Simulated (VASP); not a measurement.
The system is BaS.

```
Ba S
1.0
     0.00000    3.19375    3.19375
     3.19375    0.00000    3.19375
     3.19375    3.19375    0.00000
Ba S
1 1
Direct
  0.00000 0.00000 0.00000
  0.50000 0.50000 0.50000
```

```yaml
Program: VASP 6.6.1
Task: relaxation of cell and atoms
Functional: HSE06
Potentials_or_basis: VASP PAW PBE potentials, release 64 (Ba_sv, S)
Cutoff: 600 eV
k_mesh: 4 × 4 × 4
Occupations: fermi-dirac, width 0.05 eV
Spin: no spin polarisation
```

At the start: pressure 1.0 GPa; volume 32.58 Å³/atom.

Q: Where does the relaxation end?

A: Over 3 steps the energy falls by 2.3 meV/atom and the volume is 33.31 Å³/atom (+2.2 %); space group Fm-3m (No. 225, to 0.1 Å) before and after.

The path:
```tsv
step	energy change (eV)	largest force (eV/Å)	pressure (GPa)	volume (Å³)
1	0.0000	0.0000	1.02	65.15
2	-0.0040	0.0000	-0.33	67.13
3	-0.0046	0.0000	0.00	66.61
```

Final structure:
```yaml
crystal:
  lattice:
    - [0.00000, 3.21743, 3.21743]
    - [3.21743, 0.00000, 3.21743]
    - [3.21743, 3.21743, 0.00000]
  atoms:
    - { symbol: Ba, position: [0.00000, 0.00000, 0.00000] }
    - { symbol: S, position: [0.50000, 0.50000, 0.50000] }
```

Caveat: the k points lie up to 0.42 Å⁻¹ apart in the final cell; the PAW data sets were made with another functional, which shifts forces and pressure a little.
